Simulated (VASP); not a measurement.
Write the native input for VASP 6.6.1 that does the following.

```yaml
Task: single point
Functional: PBEsol
Potentials_or_basis: VASP PAW PBE potentials, release 64 (Ta_pv, V_sv, N)
Cutoff: 520 eV
k_mesh: 9 × 9 × 6
Occupations: fermi-dirac, width 0.05 eV
Spin: no spin polarisation
Dipole_correction: no
Further_INCAR_settings: ALGO = Normal; EDIFF = 1e-06; NBANDS = 25
```

The structure of TaVN2 lies in POSCAR:

```
TaVN2
1.0
    3.0498670000      0.0000000000      0.0000000000
    0.0000000000      3.0498670000      0.0000000000
    0.0000000000      0.0000000000      4.2960620000
Ta V N
1 1 2
Direct
    0.0000000000      0.0000000000      0.0000000000
    0.5000000000      0.5000000000      0.5000000000
    0.5000000000      0.5000000000      0.0000000000
    0.0000000000      0.0000000000      0.5000000000
```

The input as run:

INCAR

```
SYSTEM = TaVN2
ALGO = Normal
EDIFF = 1E-6
ENCUT = 520
GGA = PS
ISIF = 2
ISMEAR = -1
LASPH = .TRUE.
LCHARG = .FALSE.
LREAL = .FALSE.
LWAVE = .FALSE.
NBANDS = 25
NELM = 60
PREC = Accurate
SIGMA = 0.05
```

KPOINTS

```
k-points
0
G
  9 9 6
  0 0 0
```

Potentials or basis: VASP PAW PBE potentials, release 64 (Ta_pv, V_sv, N).

Launch:

```bash
$ cat potpaw_PBE.64/Ta_pv/POTCAR potpaw_PBE.64/V_sv/POTCAR potpaw_PBE.64/N/POTCAR > POTCAR
$ mpirun -np 1 vasp_std > vasp.out
```

Results of the run:

The pressure is -11.8 GPa and the band gap on the k mesh is zero (band 17 reaches 10.62 eV, above the bottom of band 18 at 8.45 eV).

Caveat: the PAW data sets were made with another functional, which shifts forces and pressure a little; spin-orbit coupling is left out, which moves the levels of the heavy elements; the run has no spin polarisation, though such a crystal can be magnetic.

Wall time 40 s on 1 thread of Intel(R) Xeon(R) Platinum 8259CL CPU @ 2.50GHz (Skylake/Cascade Lake), with other jobs on the host, peak memory 0.19 GiB.
